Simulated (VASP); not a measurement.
# BaS (R-3m) in VASP: notebook

Runs on BaS. Level: PBEsol. Tasks: electric field gradients.

Program: VASP 6.6.1. These are calculated values, not measurements. Logs are shortened: lines on timing, memory, paths and dates and some standing lists are left out, and cuts for length are marked.

### 1 The cell of the first run

Symmetry: R-3m, No. 166, trigonal system. Conventional cell: a = 4.562 Å, b = 4.562 Å, c = 10.842 Å, α = 90.00°, β = 90.00°, γ = 120.00°. Within 4.2 Å of Ba (site symmetry -3m) lie 6 S at 3.19 Å. S (site symmetry -3m) has 6 Ba at 3.19 Å within 4.2 Å.

### 2 Electric field gradients, PBEsol (equal xy, yz and zx shear strains of -2 %)

File INCAR:

```
PREC = Accurate
ENCUT = 520
EDIFF = 1E-8
ISMEAR = -1
SIGMA = 0.02
LREAL = F
LASPH = T
NELM = 100
ALGO = Normal
ISIF = 2
LWAVE = F
LCHARG = F
GGA = PS
LEFG = T
NBANDS = 15
```

File KPOINTS:

```
Automatic mesh
0
Gamma
  8 8 8
```

File POSCAR:

```
BaS
1.0
   -0.0638750000      3.1618125000      3.1618125000
    3.1618125000     -0.0638750000      3.1618125000
    3.1618125000      3.1618125000     -0.0638750000
Ba S
1 1
Direct
    0.0000000000      0.0000000000      0.0000000000
    0.5000000000      0.5000000000      0.5000000000
```

Potentials or basis: VASP PAW PBE potentials, release 64 (Ba_sv, S).

Started as:

```
cat potpaw_PBE.64/Ba_sv/POTCAR potpaw_PBE.64/S/POTCAR > POTCAR
mpirun -np 1 vasp_std > vasp.out
```

OUTCAR:

```text
PREC = Accurate
   ENCUT = 520
   EDIFF = 1E-8
   ISMEAR = -1
   LREAL = F
   LASPH = T
   NELM = 100
   ISIF = 2
   GGA = PS

 ion  position               nearest neighbor table
   1  0.000  0.000  0.000-   2 3.19   2 3.19   2 3.19   2 3.19   2 3.19   2 3.19
   2  0.500  0.500  0.500-   1 3.19   1 3.19   1 3.19   1 3.19   1 3.19   1 3.19

  LATTYP: Found a trigonal (rhomboedric) cell.
 ALAT       =     4.4719343226
 COS(alpha) =     0.4797000918

  Lattice vectors:

 A1 = (  -0.0638750000,   3.1618125000,   3.1618125000)
 A2 = (   3.1618125000,  -0.0638750000,   3.1618125000)
 A3 = (   3.1618125000,   3.1618125000,  -0.0638750000)

Analysis of symmetry for initial positions (statically):
=====================================================================
 Subroutine PRICEL returns:
 Original cell was already a primitive cell.

 Routine SETGRP: Setting up the symmetry group for a
 trigonal (rhombohedral) supercell.

 Subroutine GETGRP returns: Found 12 space group operations
 (whereof 12 operations were pure point group operations)
 out of a pool of 12 trial point group operations.

The static configuration has the point symmetry D_3d.

Analysis of symmetry for dynamics (positions and initial velocities):
=====================================================================
 Subroutine PRICEL returns:
 Original cell was already a primitive cell.

 Routine SETGRP: Setting up the symmetry group for a
 trigonal (rhombohedral) supercell.

 Subroutine GETGRP returns: Found 12 space group operations
 (whereof 12 operations were pure point group operations)
 out of a pool of 12 trial point group operations.

The dynamic configuration has the point symmetry D_3d.

 Subroutine INISYM returns: Found 12 space group operations
 (whereof 12 operations are pure point group operations),
 and found     1 'primitive' translations

----------------------------------------------------------------------------------------

                                     Primitive cell

  volume of cell :      65.1331

  direct lattice vectors                    reciprocal lattice vectors
    -0.063875000  3.161812500  3.161812500    -0.153424025  0.156587407  0.156587407
     3.161812500 -0.063875000  3.161812500     0.156587407 -0.153424025  0.156587407
     3.161812500  3.161812500 -0.063875000     0.156587407  0.156587407 -0.153424025

  length of vectors
     4.471934323  4.471934323  4.471934323     0.269403347  0.269403347  0.269403347

  position of ions in fractional coordinates (direct lattice)
     0.000000000  0.000000000  0.000000000
     0.500000000  0.500000000  0.500000000

  ion indices of the primitive-cell ions
   primitive index   ion index
                 1           1
                 2           2

----------------------------------------------------------------------------------------

 KPOINTS: Automatic mesh

Automatic generation of k-mesh.
 Grid dimensions read from file:
 generate k-points for:    8    8    8

 Generating k-lattice:

  Cartesian coordinates                     Fractional coordinates (reciprocal lattice)
    -0.019178003  0.019573426  0.019573426     0.125000000  0.000000000 -0.000000000
     0.019573426 -0.019178003  0.019573426     0.000000000  0.125000000 -0.000000000
     0.019573426  0.019573426 -0.019178003     0.000000000  0.000000000  0.125000000

  Length of vectors
     0.033675418  0.033675418  0.033675418

  Shift w.r.t. Gamma in fractional coordinates (k-lattice)
     0.000000000  0.000000000  0.000000000

 Subroutine IBZKPT returns following result:
 ===========================================

 Found     65 irreducible k-points:

 Following reciprocal coordinates:
            Coordinates               Weight
  0.000000  0.000000  0.000000      1.000000
  0.125000 -0.000000 -0.000000      6.000000
  0.250000 -0.000000 -0.000000      6.000000
  0.375000  0.000000  0.000000      6.000000
  0.500000 -0.000000 -0.000000      3.000000
  0.125000  0.125000 -0.000000      6.000000
[... 16 lines left out ...]
  0.250000  0.125000  0.125000      6.000000
  0.375000  0.125000  0.125000      6.000000
 [... further k-points ...]
   k-points           NKPTS =     65   k-points in BZ     NKDIM =     65   number of bands    NBANDS=     15
   number of dos      NEDOS =    301   number of ions     NIONS =      2
   total plane-waves  NPLWV =  46656
   dimension x,y,z NGX =    36 NGY =   36 NGZ =   36
   dimension x,y,z NGXF=    72 NGYF=   72 NGZF=   72
   ions per type =               1   1
   NGX,Y,Z   is equivalent  to a cutoff of  13.38, 13.38, 13.38 a.u.
   NGXF,Y,Z  is equivalent  to a cutoff of  26.77, 26.77, 26.77 a.u.
 SYSTEM =  unknown system
   PREC   = accura    normal or accurate (medium, high low for compatibility)
   ISTART =      0    job   : 0-new  1-cont  2-samecut
   ICHARG =      2    charge: 1-file 2-atom 10-const
   ISPIN  =      1    spin polarized calculation?
   LNONCOLLINEAR =      F non collinear calculations
   LSORBIT =      F    spin-orbit coupling
   LASPH  =      T    aspherical Exc in radial PAW
   ENCUT  =  520.0 eV  38.22 Ry    6.18 a.u.   8.31  8.31  8.31*2*pi/ulx,y,z
   NELM   =    100;   NELMIN=  2; NELMDL= -5     # of ELM steps
   EDIFF  = 0.1E-07   stopping-criterion for ELM
   LREAL  =      F    real-space projection
   EDIFFG = 0.1E-06   stopping-criterion for IOM
   NSW    =      0    number of steps for IOM
   IBRION =     -1    ionic relax: 0-MD 1-quasi-New 2-CG
   NFREE  =      0    steps in history (QN), initial steepest desc. (CG)
   ISIF   =      2    stress and relaxation
   ISYM   =      2    0-nonsym 1-usesym 2-fastsym
   POTIM  = 0.5000    time-step for ionic-motion
   TEBEG  =    0.0;   TEEND  =   0.0 temperature during run
   PSTRESS=    0.0 pullay stress
   NELECT =      16.0000    total number of electrons
   NUPDOWN=      -1.0000    fix difference up-down
   EMIN   =  10.00;   EMAX   =-10.00  energy-range for DOS
   EFERMI =   0.00;   METHOD = LEGACY
   ISMEAR =    -1;   SIGMA  =   0.02  broadening in eV -4-tet -1-fermi 0-gaus
   EFERMI_NEDOS =   21; number of points for ismear=-14 and -15
   IALGO  =     38    algorithm
   IMIX   =      4    mixing-type and parameters
     AMIX     =   0.40;   BMIX     =  1.00
     AMIX_MAG =   1.60;   BMIX_MAG =  1.00
  volume/ion in A,a.u.               =      32.57       219.77
  Fermi-wavevector in a.u.,A,eV,Ry     =   1.025292  1.937521 14.302771  1.051224
  Thomas-Fermi vector in A             =   2.159125
   LORBIT       =      0    0 simple, 1 ext, 2 COOP (PROOUT), +10 PAW based schemes
   GGA     = PS    functional components
   LHFCALC =     F    Hartree Fock is set to
   AEXX    =    0.0000 exact exchange contribution
   IVDW    =     0    specifies the selected vdW correction
   LEPSILON=     F    determine dielectric tensor
   LRPA    =     F    only Hartree local field effects (RPA)
 non-spin polarized calculation
  energy-cutoff  :      520.00
  volume of cell :       65.13
 maximum number of plane-waves:      1784
 NGX is ok and might be reduce to    36
   NGX = 17   NGY = 17   NGZ = 17

 number of electron      16.0000001 magnetization

 Free energy of the ion-electron system (eV)
  ---------------------------------------------------
  ext. energy  EPLUGINS =         0.00000000
  ---------------------------------------------------
  free energy    TOTEN  =       -10.71373315 eV

  energy without entropy =      -10.71373315  energy(sigma->0) =      -10.71373315

 E-fermi :   1.7453     XC(G=0):  -8.8247

 val. band max:        1.3925904420   @ k =   0.0000   0.0000   0.0000
 cond. band min:       3.3253475188   @ k =   0.5000   0.5000  -0.0000
 fundamental gap:      1.9327570769
 Fermi energy:         1.7453059790

 k-point     1 :       0.0000    0.0000    0.0000
  band No.  band energies     occupation
      1     -24.6945      2.00000
      2      -9.7388      2.00000
      3      -9.7388      2.00000
      4      -9.7298      2.00000
      5      -9.0077      2.00000
      6       1.3249      2.00000
      7       1.3249      2.00000
      8       1.3926      2.00000
      9       4.7324      0.00000
     10       5.0388      0.00000
     11       5.0388      0.00000
     12       5.3274      0.00000
     13       6.0896      0.00000
     14       6.0896      0.00000
     15       9.8633      0.00000

 k-point     2 :       0.1250   -0.0000   -0.0000
  band No.  band energies     occupation
      1     -24.6880      2.00000
      2     -10.0551      2.00000
      3      -9.7430      2.00000
      4      -9.7376      2.00000
      5      -8.6756      2.00000
      6       0.9044      2.00000
      7       1.1072      2.00000
      8       1.1803      2.00000
      9       5.0694      0.00000
     10       5.2730      0.00000
     11       5.3280      0.00000
     12       5.5579      0.00000
     13       6.5419      0.00000
     14       6.5438      0.00000
     15      10.4749      0.00000

 k-point     3 :       0.2500   -0.0000   -0.0000
  band No.  band energies     occupation
      1     -24.6724      2.00000
      2     -10.4922      2.00000
      3      -9.7540      2.00000
      4      -9.7530      2.00000
      5      -8.2006      2.00000
      6       0.1466      2.00000
      7       0.6791      2.00000
      8       0.7741      2.00000
      9       5.3335      0.00000
     10       5.9157      0.00000
     11       6.1263      0.00000
     12       6.5819      0.00000
     13       7.6765      0.00000
     14       7.6853      0.00000
     15      11.7297      0.00000
[... 343 lines left out ...]
 k-point    23 :       0.2500    0.1250    0.1250
  band No.  band energies     occupation
      1     -24.6771      2.00000
      2     -10.3029      2.00000
      3      -9.7957      2.00000
      4      -9.7369      2.00000
      5      -8.3989      2.00000
      6       0.3850      2.00000
      7       0.7197      2.00000
      8       1.1741      2.00000
      9       5.1090      0.00000
     10       5.4369      0.00000
     11       5.7004      0.00000
     12       6.2000      0.00000
     13       7.1077      0.00000
     14       7.6001      0.00000
     15      11.4898      0.00000

 k-point    24 :       0.3750    0.1250    0.1250
  band No.  band energies     occupation
      1     -24.6615      2.00000
      2     -10.6044      2.00000
      3      -9.8372      2.00000
      4      -9.7471      2.00000
      5      -8.0758      2.00000
      6      -0.1551      2.00000
      7       0.3856      2.00000
      8       0.9100      2.00000
      9       5.3541      0.00000
     10       6.0147      0.00000
     11       6.5175      0.00000
     12       7.2586      0.00000
     13       8.0556      0.00000
     14       8.9773      0.00000
     15      11.6411      0.00000

 [... further k-points ...]
[... 5 lines left out ...]
  --------------------------------------------------------------------------------------
  -------------------------------------------------------------------------------------
  Total       -0.2199670     -0.2199670     -0.2199670      0.1443137      0.1443137      0.1443137
  in kB       -5.4108633     -5.4108633     -5.4108633      3.5499038      3.5499038      3.5499038
  external PRESSURE =      -5.4108633 kB  Pullay stress =       0.0000000 kB

 VOLUME and BASIS-vectors are now :
 -----------------------------------------------------------------------------
  energy-cutoff  :      520.00
  volume of cell :       65.13
      direct lattice vectors                 reciprocal lattice vectors
    -0.063875000  3.161812500  3.161812500    -0.153424025  0.156587407  0.156587407
     3.161812500 -0.063875000  3.161812500     0.156587407 -0.153424025  0.156587407
     3.161812500  3.161812500 -0.063875000     0.156587407  0.156587407 -0.153424025

 POSITION                                       TOTAL-FORCE (eV/Angst)
 -----------------------------------------------------------------------------------
      0.00000      0.00000      0.00000         0.000000     -0.000000      0.000000
      3.12988      3.12988      3.12987        -0.000000      0.000000     -0.000000
 -----------------------------------------------------------------------------------
    total drift:                                0.000000      0.000000      0.000000

  FREE ENERGIE OF THE ION-ELECTRON SYSTEM (eV)
  ---------------------------------------------------
  free  energy   TOTEN  =       -10.7137331452 eV

  energy  without entropy=      -10.7137331452  energy(sigma->0) =      -10.71373315

 Electric field gradients (V/A^2)
---------------------------------------------------------------------
 ion       V_xx      V_yy      V_zz      V_xy      V_xz      V_yz
---------------------------------------------------------------------
   1       0.000    -0.000     0.000     6.806     6.806     6.806
   2      -0.000    -0.000    -0.000    -1.296    -1.296    -1.296
---------------------------------------------------------------------

 Electric field gradients after diagonalization (V/A^2)
 (convention: |V_zz| > |V_xx| > |V_yy|)
----------------------------------------------------------------------
 ion       V_xx      V_yy      V_zz     asymmetry (V_yy - V_xx)/ V_zz
----------------------------------------------------------------------
   1      -6.806    -6.806    13.612       0.000
   2       1.296     1.296    -2.593       0.000
----------------------------------------------------------------------

           NMR quadrupolar parameters

 Cq : quadrupolar parameter    Cq=e*Q*V_zz/h
 eta: asymmetry parameters     (V_yy - V_xx)/ V_zz
 Q  : nuclear electric quadrupole moment in mb (millibarn)
----------------------------------------------------------------------
 ion       Cq(MHz)       eta       Q (mb)
----------------------------------------------------------------------
   1       0.033       0.000       1.000
   2      -0.006       0.000       1.000
----------------------------------------------------------------------
```

Wall time 76 s (1 thread of AMD EPYC 7R13 (Zen 3), shared host); peak memory 0.21 GiB.

What came out:

```
Free energy            : -10.7137 eV
Pressure               : -0.5 GPa
Band gap on the k mesh : 1.93 eV, indirect (least direct gap 2.09 eV)
```

Electric field gradients, principal values (V/Å²):
```
atom   least  middle  greatest (by size)
1 Ba  -6.806  -6.806              13.612
 2 S   1.296   1.296              -2.593
```

Caveat: the cell differs from its parent crystal (equal xy, yz and zx shear strains of -2 %); without QUAD_EFG the Cq values of the log hold for a quadrupole moment of 1 mb, not for the nuclei; the PAW data sets were made with another functional, which shifts forces and pressure a little; spin-orbit coupling is left out, which moves the levels of the heavy elements.

(Continued in part 2 of 3.)
